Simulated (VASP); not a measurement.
# Ru in VASP: single point with PBEsol

Aim: the single point of Ru with PBEsol.

All numbers are computed with VASP 6.6.1; they aren't measurements. Logs are shortened: lines on timing, memory, paths and dates and some standing lists are left out, and cuts for length are marked.

### 1 The cell of the first run

The cell holds a slab with vacuum, 4 atoms: a = 2.691 Å, b = 4.248 Å, c = 19.107 Å, α = 90.00°, β = 90.00°, γ = 90.00°.

### 2 Single point, PBEsol

Input file INCAR:

```
  ALGO = Normal
  DIPOL = 0.5 0.5 0.500
  EDIFF = 1E-6
  ENCUT = 400
  GGA = PS
  GGA_COMPAT = False
  IDIPOL = 3
  ISIF = 2
  ISMEAR = 1
  LASPH = True
  LCHARG = False
  LDIPOL = True
  LREAL = False
  LWAVE = False
  NBANDS = 36
  NELM = 120
  NELMDL = -8
  PREC = Accurate
  SIGMA = 0.1
```

Input file KPOINTS:

```
k-points
0
Gamma
  12 8 1
```

Input file POSCAR:

```
Ru
1.0
    2.6909056940      0.0000000000      0.0000000000
    0.0000000000      4.2481634390      0.0000000000
    0.0000000000      0.0000000000     19.1071902540
Ru
4
Direct
    0.0000000000      0.0000000000      0.4186905502
    0.5000000000      0.0000000000      0.5406547249
    0.5000000000      0.5000000000      0.4593452751
    0.0000000000      0.5000000000      0.5813094498
```

Potentials or basis: VASP PAW PBE potentials, release 64 (Ru_pv).

Command:

```console
cat potpaw_PBE.64/Ru_pv/POTCAR > POTCAR
mpirun -np 1 vasp_std > vasp.out
```

OUTCAR:

```text
EDIFF = 1E-6
   ENCUT = 400
   GGA = PS
   ISIF = 2
   ISMEAR = 1
   LASPH = True
   LREAL = False
   NELM = 120
   NELMDL = -8
   PREC = Accurate

 ion  position               nearest neighbor table
   1  0.000  0.000  0.419-   3 2.63   3 2.63   3 2.63   3 2.63   2 2.69   2 2.69
   2  0.500  0.000  0.541-   3 2.63   3 2.63   4 2.63   4 2.63   4 2.63   4 2.63   1 2.69   1 2.69

   3  0.500  0.500  0.459-   2 2.63   2 2.63   1 2.63   1 2.63   1 2.63   1 2.63   4 2.69   4 2.69

   4  0.000  0.500  0.581-   2 2.63   2 2.63   2 2.63   2 2.63   3 2.69   3 2.69

  LATTYP: Found a simple orthorhombic cell.
 ALAT       =     2.6909056940
 B/A-ratio  =     1.5787113790
 C/A-ratio  =     7.1006539904

  Lattice vectors:

 A1 = (   2.6909056940,   0.0000000000,   0.0000000000)
 A2 = (   0.0000000000,   4.2481634390,   0.0000000000)
 A3 = (   0.0000000000,   0.0000000000,  19.1071902540)

Analysis of symmetry for initial positions (statically):
=====================================================================
 Subroutine PRICEL returns:
 Original cell was already a primitive cell.

 Routine SETGRP: Setting up the symmetry group for a
 simple orthorhombic supercell.

 Subroutine GETGRP returns: Found  8 space group operations
 (whereof  4 operations were pure point group operations)
 out of a pool of  8 trial point group operations.

The static configuration has the point symmetry C_2v.
 The point group associated with its full space group is D_2h.

Analysis of symmetry for dynamics (positions and initial velocities):
=====================================================================
 Subroutine PRICEL returns:
 Original cell was already a primitive cell.

 Routine SETGRP: Setting up the symmetry group for a
 simple orthorhombic supercell.

 Subroutine GETGRP returns: Found  8 space group operations
 (whereof  4 operations were pure point group operations)
 out of a pool of  8 trial point group operations.

The dynamic configuration has the point symmetry C_2v.
 The point group associated with its full space group is D_2h.

 Subroutine INISYM returns: Found  8 space group operations
 (whereof  4 operations are pure point group operations),
 and found     1 'primitive' translations

----------------------------------------------------------------------------------------

                                     Primitive cell

  volume of cell :     218.4221

  direct lattice vectors                    reciprocal lattice vectors
     2.690905694  0.000000000  0.000000000     0.371622091  0.000000000  0.000000000
     0.000000000  4.248163439  0.000000000     0.000000000  0.235395840  0.000000000
     0.000000000  0.000000000 19.107190254     0.000000000  0.000000000  0.052336319

  length of vectors
     2.690905694  4.248163439 19.107190254     0.371622091  0.235395840  0.052336319

  position of ions in fractional coordinates (direct lattice)
     0.000000000  0.000000000  0.418690550
     0.500000000  0.000000000  0.540654725
     0.500000000  0.500000000  0.459345275
     0.000000000  0.500000000  0.581309450

  ion indices of the primitive-cell ions
   primitive index   ion index
                 1           1
                 2           2
                 3           3
                 4           4

----------------------------------------------------------------------------------------

 KPOINTS: k-points

Automatic generation of k-mesh.
 Grid dimensions read from file:
 generate k-points for:   12    8    1

 Generating k-lattice:

  Cartesian coordinates                     Fractional coordinates (reciprocal lattice)
     0.030968508  0.000000000  0.000000000     0.083333333  0.000000000  0.000000000
     0.000000000  0.029424480  0.000000000     0.000000000  0.125000000  0.000000000
     0.000000000  0.000000000  0.052336319     0.000000000  0.000000000  1.000000000

  Length of vectors
     0.030968508  0.029424480  0.052336319

  Shift w.r.t. Gamma in fractional coordinates (k-lattice)
     0.000000000  0.000000000  0.000000000

 Subroutine IBZKPT returns following result:
 ===========================================

 Found     35 irreducible k-points:

 Following reciprocal coordinates:
            Coordinates               Weight
  0.000000  0.000000  0.000000      1.000000
  0.083333  0.000000  0.000000      2.000000
  0.166667  0.000000  0.000000      2.000000
  0.250000  0.000000  0.000000      2.000000
  0.333333  0.000000  0.000000      2.000000
  0.416667  0.000000  0.000000      2.000000
[... 16 lines left out ...]
  0.083333  0.375000  0.000000      4.000000
  0.166667  0.375000  0.000000      4.000000
 [... further k-points ...]
   k-points           NKPTS =     35   k-points in BZ     NKDIM =     35   number of bands    NBANDS=     36
   number of dos      NEDOS =    301   number of ions     NIONS =      4
   total plane-waves  NPLWV =  63504
   dimension x,y,z NGX =    18 NGY =   28 NGZ =  126
   dimension x,y,z NGXF=    36 NGYF=   56 NGZF=  252
   ions per type =               4
   NGX,Y,Z   is equivalent  to a cutoff of  11.12, 10.96, 10.96 a.u.
   NGXF,Y,Z  is equivalent  to a cutoff of  22.24, 21.91, 21.93 a.u.
 SYSTEM =  unknown system
   PREC   = accura    normal or accurate (medium, high low for compatibility)
   ISTART =      0    job   : 0-new  1-cont  2-samecut
   ICHARG =      2    charge: 1-file 2-atom 10-const
   ISPIN  =      1    spin polarized calculation?
   LNONCOLLINEAR =      F non collinear calculations
   LSORBIT =      F    spin-orbit coupling
   LASPH  =      T    aspherical Exc in radial PAW
   ENCUT  =  400.0 eV  29.40 Ry    5.42 a.u.   4.39  6.93 31.16*2*pi/ulx,y,z
   NELM   =    120;   NELMIN=  2; NELMDL= -8     # of ELM steps
   EDIFF  = 0.1E-05   stopping-criterion for ELM
   LREAL  =      F    real-space projection
   EDIFFG = 0.1E-04   stopping-criterion for IOM
   NSW    =      0    number of steps for IOM
   IBRION =     -1    ionic relax: 0-MD 1-quasi-New 2-CG
   NFREE  =      0    steps in history (QN), initial steepest desc. (CG)
   ISIF   =      2    stress and relaxation
   ISYM   =      2    0-nonsym 1-usesym 2-fastsym
   POTIM  = 0.5000    time-step for ionic-motion
   TEBEG  =    0.0;   TEEND  =   0.0 temperature during run
   PSTRESS=    0.0 pullay stress
   NELECT =      56.0000    total number of electrons
   NUPDOWN=      -1.0000    fix difference up-down
   EMIN   =  10.00;   EMAX   =-10.00  energy-range for DOS
   EFERMI =   0.00;   METHOD = LEGACY
   ISMEAR =     1;   SIGMA  =   0.10  broadening in eV -4-tet -1-fermi 0-gaus
   EFERMI_NEDOS =   21; number of points for ismear=-14 and -15
   IALGO  =     38    algorithm
   IMIX   =      4    mixing-type and parameters
     AMIX     =   0.40;   BMIX     =  1.00
     AMIX_MAG =   1.60;   BMIX_MAG =  1.00
  volume/ion in A,a.u.               =      54.61       368.50
  Fermi-wavevector in a.u.,A,eV,Ry     =   1.040013  1.965339 14.716422  1.081627
  Thomas-Fermi vector in A             =   2.174569
   LORBIT       =      0    0 simple, 1 ext, 2 COOP (PROOUT), +10 PAW based schemes
   GGA     = PS    functional components
   LHFCALC =     F    Hartree Fock is set to
   AEXX    =    0.0000 exact exchange contribution
   IVDW    =     0    specifies the selected vdW correction
   LEPSILON=     F    determine dielectric tensor
   LRPA    =     F    only Hartree local field effects (RPA)
 non-spin polarized calculation
 Methfessel and Paxton  Order N= 1 SIGMA  =   0.10
  energy-cutoff  :      400.00
  volume of cell :      218.42
 maximum number of plane-waves:      4022
 NGX is ok and might be reduce to    18
   NGX =  9   NGY = 13   NGZ = 63

 dipolmoment           0.000000      0.000000      0.000000 electrons x Angstroem

 number of electron      55.9999972 magnetization

 dipolmoment           0.000000      0.000000     -0.000000 electrons x Angstroem

 Free energy of the ion-electron system (eV)
  ---------------------------------------------------
  ext. energy  EPLUGINS =         0.00000000
  ---------------------------------------------------
  free energy    TOTEN  =       -35.83723199 eV

  energy without entropy =      -35.83465756  energy(sigma->0) =      -35.83637384

 E-fermi :  -0.5000     XC(G=0):  -4.6236

 val. band max:       -0.5199925187   @ k =   0.1667   0.3750   0.0000
 cond. band min:      -0.4862543369   @ k =   0.2500   0.1250   0.0000
 fundamental gap:      0.0337381818
 Fermi energy:        -0.4999677148

 k-point     1 :       0.0000    0.0000    0.0000
  band No.  band energies     occupation
      1     -43.9329      2.00000
      2     -43.5969      2.00000
      3     -43.5859      2.00000
      4     -43.4242      2.00000
      5     -43.2529      2.00000
      6     -43.1424      2.00000
[... 28 lines left out ...]
     35       1.5445      0.00000
     36       2.8623      0.00000

 k-point     2 :       0.0833    0.0000    0.0000
  band No.  band energies     occupation
      1     -43.9174      2.00000
      2     -43.5813      2.00000
      3     -43.5791      2.00000
      4     -43.4207      2.00000
      5     -43.2956      2.00000
      6     -43.1768      2.00000
[... 28 lines left out ...]
     35       1.4948     -0.00000
     36       3.7625      0.00000

 k-point     3 :       0.1667    0.0000    0.0000
  band No.  band energies     occupation
      1     -43.8730      2.00000
      2     -43.5634      2.00000
      3     -43.5361      2.00000
      4     -43.4172      2.00000
      5     -43.3974      2.00000
      6     -43.2685      2.00000
[... 28 lines left out ...]
     35       2.3357      0.00000
     36       4.7005      0.00000

 k-point     4 :       0.2500    0.0000    0.0000
  band No.  band energies     occupation
      1     -43.8073      2.00000
      2     -43.5829      2.00000
      3     -43.4824      2.00000
      4     -43.4664      2.00000
      5     -43.4421      2.00000
      6     -43.3833      2.00000
[... 28 lines left out ...]
     35       3.2984      0.00000
     36       5.3506      0.00000

 k-point     5 :       0.3333    0.0000    0.0000
  band No.  band energies     occupation
      1     -43.7333      2.00000
      2     -43.6882      2.00000
      3     -43.5339      2.00000
      4     -43.4734      2.00000
      5     -43.4688      2.00000
      6     -43.3805      2.00000
[... 655 lines left out ...]
 k-point    22 :       0.0000    0.3750    0.0000
  band No.  band energies     occupation
      1     -43.7666      2.00000
      2     -43.7586      2.00000
      3     -43.4605      2.00000
      4     -43.2656      2.00000
      5     -43.1918      2.00000
      6     -43.1439      2.00000
[... 28 lines left out ...]
     35       0.8655     -0.00000
     36       1.6783      0.00000

 k-point    23 :       0.0833    0.3750    0.0000
  band No.  band energies     occupation
      1     -43.7645      2.00000
      2     -43.7502      2.00000
      3     -43.4542      2.00000
      4     -43.2760      2.00000
      5     -43.2644      2.00000
      6     -43.1956      2.00000
[... 28 lines left out ...]
     35       1.2413     -0.00000
     36       2.4872      0.00000

 k-point    24 :       0.1667    0.3750    0.0000
  band No.  band energies     occupation
      1     -43.7623      2.00000
      2     -43.7294      2.00000
      3     -43.4514      2.00000
      4     -43.4096      2.00000
      5     -43.2932      2.00000
      6     -43.2711      2.00000
[... 28 lines left out ...]
     35       2.0452      0.00000
     36       3.4818      0.00000

 [... further k-points ...]

------------------------ aborting loop because EDIFF is reached ----------------------------------------

 vacuum level on the upper side and lower side of the slab       (xc-potential included)        -0.110        -0.110

  FORCE on cell =-STRESS in cart. coord.  units (eV):
  Direction    XX          YY          ZZ          XY          YZ          ZX
  --------------------------------------------------------------------------------------
  -------------------------------------------------------------------------------------
  Total       -7.8298828     -7.6216281     -5.1840661      0.0000000      0.0000000      0.0000000
  in kB      -57.4340343    -55.9064369    -38.0263454      0.0000000      0.0000000      0.0000000
  external PRESSURE =     -50.4556056 kB  Pullay stress =       0.0000000 kB

 VOLUME and BASIS-vectors are now :
 -----------------------------------------------------------------------------
  energy-cutoff  :      400.00
  volume of cell :      218.42
      direct lattice vectors                 reciprocal lattice vectors
     2.690905694  0.000000000  0.000000000     0.371622091  0.000000000  0.000000000
     0.000000000  4.248163439  0.000000000     0.000000000  0.235395840  0.000000000
     0.000000000  0.000000000 19.107190254     0.000000000  0.000000000  0.052336319

 POSITION                                       TOTAL-FORCE (eV/Angst)
 -----------------------------------------------------------------------------------
      0.00000      0.00000      8.00000         0.000000      0.000000      1.474497
      1.34545      0.00000     10.33039         0.000000      0.000000     -0.175675
      1.34545      2.12408      8.77680         0.000000      0.000000      0.175675
      0.00000      2.12408     11.10719         0.000000      0.000000     -1.474497
 -----------------------------------------------------------------------------------
    total drift:                                0.000000      0.000000      0.000000

  FREE ENERGIE OF THE ION-ELECTRON SYSTEM (eV)
  ---------------------------------------------------
  free  energy   TOTEN  =       -35.8372319851 eV

  energy  without entropy=      -35.8346575603  energy(sigma->0) =      -35.83637384

 vacuum level on the upper side and lower side of the slab         4.343         4.343
```

It took 5.3 min on 1 thread of Intel Xeon 6975P-C, shared host; peak memory 0.31 GiB.

What came out:

```
Free energy            : -35.8372 eV
Largest force          : 1.474 eV/Å
Band gap on the k mesh : zero (band 28 reaches -0.18 eV, above the bottom of band 29 at -1.39 eV)
```

Forces in eV/Å, atoms in the order of the input:
```
Ru   0.000  0.000  1.474
Ru   0.000  0.000 -0.176
Ru   0.000  0.000  0.176
Ru   0.000  0.000 -1.474
```

Caveat: the PAW data sets were made with another functional, which shifts forces and pressure a little.
